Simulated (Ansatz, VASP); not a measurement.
# One calculation of ZnS, two programs

```
Zn S
1.0
     0.00000    2.67821    2.67821
     2.67821    0.00000    2.67821
     2.67821    2.67821    0.00000
Zn S
1 1
Direct
  0.00000 0.00000 0.00000
  0.75000 0.75000 0.75000
```

Alike in both runs: task single point; functional PBEsol; k mesh 12 × 12 × 12; occupations gaussian, width 0.05 eV; no spin polarisation.

|  | VASP | Ansatz |
| --- | --- | --- |
| version | VASP 6.6.1 | Ansatz 0.2.0 |
| potentials or method | VASP PAW PBE potentials, release 64 (Zn, S), cutoff 520 eV | scalar-relativistic, plane waves, PAW |
| valence electrons in the cell | 18 | 18 |

VASP gave:

* gap on the k mesh at the Fermi level (eV): 2.09
* least direct gap on the mesh (eV): 2.09
* pressure (GPa): 0.2

Question: Which values does Ansatz return?

Answer: gap on the k mesh at the Fermi level (eV): 2.09; least direct gap on the mesh (eV): 2.09; pressure (GPa): 0.0.

VASP's potentials were made for PBE, not for PBEsol. The functional is the same, so the differences come from potentials, cutoffs and numerics.
